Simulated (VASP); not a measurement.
# Na (I4/mmm) in VASP: notebook, part 2 of 2

VASP 6.6.1.

**4. Single point, PBE (strain +0.025 along x and y, +0.050 along z)**

File INCAR:

```
ALGO = Normal
EDIFF = 1E-6
ENCUT = 520
GGA = PE
ISIF = 2
ISMEAR = 0
LASPH = True
LCHARG = False
LREAL = False
LWAVE = False
NBANDS = 10
NELM = 80
PREC = Accurate
SIGMA = 0.15
```

File KPOINTS:

```
k-points
0
Gamma
  16 16 16
```

File POSCAR:

```
Na
1.0
   -2.1704375000      2.1704375000      2.2233750000
    2.1704375000     -2.1704375000      2.2233750000
    2.1704375000      2.1704375000     -2.2233750000
Na
1
Direct
    0.0000000000      0.0000000000      0.0000000000
```

Potentials or basis: VASP PAW PBE potentials, release 64 (Na_pv).

The run is started by

```console
> cat potpaw_PBE.64/Na_pv/POTCAR > POTCAR
> mpirun -np 1 vasp_std > vasp.out
```

OUTCAR:

```text
EDIFF = 1E-6
   ENCUT = 520
   GGA = PE
   ISIF = 2
   ISMEAR = 0
   LASPH = True
   LREAL = False
   NELM = 80
   PREC = Accurate

 ion  position               nearest neighbor table
   1  0.000  0.000  0.000-

  LATTYP: Found a body centered tetragonal cell.
 ALAT       =     4.3408750000
 C/A-ratio  =     1.0243902439

  Lattice vectors:

 A1 = (  -2.1704375000,   2.1704375000,   2.2233750000)
 A2 = (   2.1704375000,  -2.1704375000,   2.2233750000)
 A3 = (   2.1704375000,   2.1704375000,  -2.2233750000)

Analysis of symmetry for initial positions (statically):
=====================================================================
 Subroutine PRICEL returns:
 Original cell was already a primitive cell.

 Routine SETGRP: Setting up the symmetry group for a
 body centered tetragonal supercell.

 Subroutine GETGRP returns: Found 16 space group operations
 (whereof 16 operations were pure point group operations)
 out of a pool of 16 trial point group operations.

The static configuration has the point symmetry D_4h.

Analysis of symmetry for dynamics (positions and initial velocities):
=====================================================================
 Subroutine PRICEL returns:
 Original cell was already a primitive cell.

 Routine SETGRP: Setting up the symmetry group for a
 body centered tetragonal supercell.

 Subroutine GETGRP returns: Found 16 space group operations
 (whereof 16 operations were pure point group operations)
 out of a pool of 16 trial point group operations.

The dynamic configuration has the point symmetry D_4h.

 Subroutine INISYM returns: Found 16 space group operations
 (whereof 16 operations are pure point group operations),
 and found     1 'primitive' translations

----------------------------------------------------------------------------------------

                                     Primitive cell

  volume of cell :      41.8955

  direct lattice vectors                    reciprocal lattice vectors
    -2.170437500  2.170437500  2.223375000     0.000000000  0.230368301  0.224883342
     2.170437500 -2.170437500  2.223375000     0.230368301  0.000000000  0.224883342
     2.170437500  2.170437500 -2.223375000     0.230368301  0.230368301  0.000000000

  length of vectors
     3.790117976  3.790117976  3.790117976     0.321934887  0.321934887  0.325789976

  position of ions in fractional coordinates (direct lattice)
     0.000000000  0.000000000  0.000000000

  ion indices of the primitive-cell ions
   primitive index   ion index
                 1           1

----------------------------------------------------------------------------------------

 KPOINTS: k-points

Automatic generation of k-mesh.
 Grid dimensions read from file:
 generate k-points for:   16   16   16

 Generating k-lattice:

  Cartesian coordinates                     Fractional coordinates (reciprocal lattice)
     0.000000000  0.014398019  0.014055209     0.062500000  0.000000000 -0.000000000
     0.014398019  0.000000000  0.014055209     0.000000000  0.062500000 -0.000000000
     0.014398019  0.014398019  0.000000000     0.000000000  0.000000000  0.062500000

  Length of vectors
     0.020120930  0.020120930  0.020361874

  Shift w.r.t. Gamma in fractional coordinates (k-lattice)
     0.000000000  0.000000000  0.000000000

 Subroutine IBZKPT returns following result:
 ===========================================

 Found    349 irreducible k-points:

 Following reciprocal coordinates:
            Coordinates               Weight
  0.000000  0.000000  0.000000      1.000000
  0.062500  0.000000  0.000000      8.000000
  0.125000  0.000000  0.000000      8.000000
  0.187500  0.000000 -0.000000      8.000000
  0.250000  0.000000  0.000000      8.000000
  0.312500  0.000000  0.000000      8.000000
[... 16 lines left out ...]
 -0.125000  0.062500  0.000000     16.000000
 -0.062500  0.062500  0.000000      4.000000
 [... further k-points ...]
   k-points           NKPTS =    349   k-points in BZ     NKDIM =    349   number of bands    NBANDS=     10
   number of dos      NEDOS =    301   number of ions     NIONS =      1
   total plane-waves  NPLWV =  21952
   dimension x,y,z NGX =    28 NGY =   28 NGZ =   28
   dimension x,y,z NGXF=    56 NGYF=   56 NGZF=   56
   ions per type =               1
   NGX,Y,Z   is equivalent  to a cutoff of  12.28, 12.28, 12.28 a.u.
   NGXF,Y,Z  is equivalent  to a cutoff of  24.56, 24.56, 24.56 a.u.
 SYSTEM =  unknown system
   PREC   = accura    normal or accurate (medium, high low for compatibility)
   ISTART =      0    job   : 0-new  1-cont  2-samecut
   ICHARG =      2    charge: 1-file 2-atom 10-const
   ISPIN  =      1    spin polarized calculation?
   LNONCOLLINEAR =      F non collinear calculations
   LSORBIT =      F    spin-orbit coupling
   LASPH  =      T    aspherical Exc in radial PAW
   ENCUT  =  520.0 eV  38.22 Ry    6.18 a.u.   7.05  7.05  7.05*2*pi/ulx,y,z
   NELM   =     80;   NELMIN=  2; NELMDL= -5     # of ELM steps
   EDIFF  = 0.1E-05   stopping-criterion for ELM
   LREAL  =      F    real-space projection
   EDIFFG = 0.1E-04   stopping-criterion for IOM
   NSW    =      0    number of steps for IOM
   IBRION =     -1    ionic relax: 0-MD 1-quasi-New 2-CG
   NFREE  =      0    steps in history (QN), initial steepest desc. (CG)
   ISIF   =      2    stress and relaxation
   ISYM   =      2    0-nonsym 1-usesym 2-fastsym
   POTIM  = 0.5000    time-step for ionic-motion
   TEBEG  =    0.0;   TEEND  =   0.0 temperature during run
   PSTRESS=    0.0 pullay stress
   NELECT =       7.0000    total number of electrons
   NUPDOWN=      -1.0000    fix difference up-down
   EMIN   =  10.00;   EMAX   =-10.00  energy-range for DOS
   EFERMI =   0.00;   METHOD = LEGACY
   ISMEAR =     0;   SIGMA  =   0.15  broadening in eV -4-tet -1-fermi 0-gaus
   EFERMI_NEDOS =   21; number of points for ismear=-14 and -15
   IALGO  =     38    algorithm
   IMIX   =      4    mixing-type and parameters
     AMIX     =   0.40;   BMIX     =  1.00
     AMIX_MAG =   1.60;   BMIX_MAG =  1.00
  volume/ion in A,a.u.               =      41.90       282.72
  Fermi-wavevector in a.u.,A,eV,Ry     =   0.901679  1.703925 11.061867  0.813024
  Thomas-Fermi vector in A             =   2.024789
   LORBIT       =      0    0 simple, 1 ext, 2 COOP (PROOUT), +10 PAW based schemes
   GGA     = PE    functional components
   LHFCALC =     F    Hartree Fock is set to
   AEXX    =    0.0000 exact exchange contribution
   IVDW    =     0    specifies the selected vdW correction
   LEPSILON=     F    determine dielectric tensor
   LRPA    =     F    only Hartree local field effects (RPA)
 non-spin polarized calculation
 Gauss-broadening in eV      SIGMA  =   0.15
  energy-cutoff  :      520.00
  volume of cell :       41.90
 maximum number of plane-waves:      1152
   NGX = 15   NGY = 15   NGZ = 15

 number of electron       6.9999986 magnetization

 Free energy of the ion-electron system (eV)
  ---------------------------------------------------
  ext. energy  EPLUGINS =         0.00000000
  ---------------------------------------------------
  free energy    TOTEN  =        -1.30111877 eV

  energy without entropy =       -1.29565277  energy(sigma->0) =       -1.29838577

 E-fermi :  -0.0002     XC(G=0):  -6.1928

 val. band max:       -0.0344634581   @ k =   0.4375   0.0000  -0.0000
 cond. band min:       0.0014116978   @ k =   0.5000   0.1875   0.0000
 fundamental gap:      0.0358751559
 Fermi energy:        -0.0001526770

 k-point     1 :       0.0000    0.0000    0.0000
  band No.  band energies     occupation
      1     -25.0058      2.00000
      2     -25.0058      2.00000
      3     -25.0058      2.00000
      4      -3.0299      2.00000
      5      10.8531      0.00000
      6      10.8532      0.00000
      7      11.1871      0.00000
      8      11.7341      0.00000
      9      12.0632      0.00000
     10      12.2796      0.00000
[... 287 lines left out ...]
 k-point    24 :      -0.0625    0.0625    0.0000
  band No.  band energies     occupation
      1     -25.0067      2.00000
      2     -25.0061      2.00000
      3     -25.0058      2.00000
      4      -2.9657      2.00000
      5      10.2346      0.00000
      6      10.3997      0.00000
      7      10.5146      0.00000
      8      11.1195      0.00000
      9      11.5366      0.00000
     10      12.4304      0.00000

 [... further k-points ...]

------------------------ aborting loop because EDIFF is reached ----------------------------------------

  FORCE on cell =-STRESS in cart. coord.  units (eV):
  Direction    XX          YY          ZZ          XY          YZ          ZX
  --------------------------------------------------------------------------------------
  -------------------------------------------------------------------------------------
  Total       -0.2031037     -0.2031037     -0.2073499      0.0000000     -0.0000000      0.0000000
  in kB       -7.7671417     -7.7671417     -7.9295256      0.0000000     -0.0000000      0.0000000
  external PRESSURE =      -7.8212697 kB  Pullay stress =       0.0000000 kB

 VOLUME and BASIS-vectors are now :
 -----------------------------------------------------------------------------
  energy-cutoff  :      520.00
  volume of cell :       41.90
      direct lattice vectors                 reciprocal lattice vectors
    -2.170437500  2.170437500  2.223375000     0.000000000  0.230368301  0.224883342
     2.170437500 -2.170437500  2.223375000     0.230368301  0.000000000  0.224883342
     2.170437500  2.170437500 -2.223375000     0.230368301  0.230368301  0.000000000

 POSITION                                       TOTAL-FORCE (eV/Angst)
 -----------------------------------------------------------------------------------
      0.00000      0.00000      0.00000         0.000000     -0.000000      0.000000
 -----------------------------------------------------------------------------------
    total drift:                               -0.000000      0.000000      0.000000

  FREE ENERGIE OF THE ION-ELECTRON SYSTEM (eV)
  ---------------------------------------------------
  free  energy   TOTEN  =        -1.3011187672 eV

  energy  without entropy=       -1.2956527698  energy(sigma->0) =       -1.29838577
```

stdout:

```text
POSCAR found type information on POSCAR Na
 POSCAR found :  1 types and       1 ions
 scaLAPACK will be used
 LDA part: xc-table for (Slater+PW92), standard interpolation
 POSCAR, INCAR and KPOINTS ok, starting setup
 FFT: planning ... GRIDC
 FFT: planning ... GRID_SOFT
 FFT: planning ... GRID
 WAVECAR not read
 entering main loop
```

It took 1.7 min on 1 thread of Oxide Virtual Turin-like, shared host; peak memory 0.2 GiB.

What came out:

```yaml
Free_energy: -1.3011 eV
Pressure: -0.8 GPa
```

Levels at points of the mesh, in eV from the Fermi level:
| k point | band 1 | band 2 | band 3 | band 4 | band 5 | band 6 | band 7 |
| --- | --- | --- | --- | --- | --- | --- | --- |
| (0.00, 0.00, 0.00) | -25.01 | -25.01 | -25.01 | -3.03 | 10.85 | 10.85 | 11.19 |
| (0.50, 0.00, 0.00) | -25.03 | -25.01 | -25.01 | 0.70 | 1.05 | 7.81 | 8.45 |
| (0.50, 0.50, 0.00) | -25.03 | -25.01 | -25.01 | 0.78 | 1.16 | 7.53 | 8.17 |
| (0.50, 0.50, 0.50) | -25.02 | -25.02 | -25.02 | 4.22 | 4.25 | 4.42 | 4.62 |

Caveat: the cell differs from its parent crystal (strain +0.025 along x and y, +0.050 along z).

**5. Single point, PBE (strain +0.050 along x and y, +0.025 along z)**

File INCAR:

```
SYSTEM = Na
PREC = Accurate ; ENCUT = 520
EDIFF = 1E-6 ; ISMEAR = 0
SIGMA = 0.15 ; LREAL = .False.
LASPH = .True. ; NELM = 80
ALGO = Normal ; ISIF = 2
LWAVE = .False. ; LCHARG = .False.
GGA = PE ; NBANDS = 10
```

File KPOINTS:

```
Automatic mesh
0
Gamma
  16 16 16
  0 0 0
```

File POSCAR:

```
Na
1.0
   -2.2233750000      2.2233750000      2.1704375000
    2.2233750000     -2.2233750000      2.1704375000
    2.2233750000      2.2233750000     -2.1704375000
Na
1
Direct
    0.0000000000      0.0000000000      0.0000000000
```

The run is started by

```console
> cat potpaw_PBE.64/Na_pv/POTCAR > POTCAR
> mpirun -np 1 vasp_std > vasp.out
```

It took 2.2 min on 1 thread of Oxide Virtual Turin-like, shared host; peak memory 0.21 GiB.

It converged, with:

```yaml
Free_energy: -1.2958 eV
Pressure: -0.9 GPa
```

Levels at points of the mesh, in eV from the Fermi level:
```
           k point  band 1  band 2  band 3  band 4  band 5  band 6
(0.00, 0.00, 0.00)  -25.03  -25.03  -25.03   -2.98   10.59   10.93
(0.50, 0.00, 0.00)  -25.05  -25.04  -25.03    0.75    1.10    7.53
(0.50, 0.50, 0.00)  -25.05  -25.03  -25.03    0.67    0.99    7.81
(0.50, 0.50, 0.50)  -25.04  -25.04  -25.04    4.19    4.30    4.30
```

Caveat: the cell differs from its parent crystal (strain +0.050 along x and y, +0.025 along z).

**6. The runs side by side**

| cell | gap on the mesh (eV) | pressure (GPa) |
| --- | --- | --- |
| a = 3.698 Å, angles 110.1, 110.1, 108.1°, 1 atom | none | -0.4 |
| a = 3.729 Å, angles 108.8, 108.8, 110.8°, 1 atom | none | -0.5 |
| a = 3.790 Å, angles 110.1, 110.1, 108.2°, 1 atom | none | -0.8 |
| a = 3.821 Å, angles 108.8, 108.8, 110.8°, 1 atom | none | -0.9 |

Alike in all rows: task single point; level PBE; potentials or basis VASP PAW PBE potentials, release 64 (Na_pv); no spin polarisation; k mesh 16 × 16 × 16; cutoff (eV) 520; smearing gaussian 0.15 eV.

Absolute energies hang on the potentials; compare differences alone.
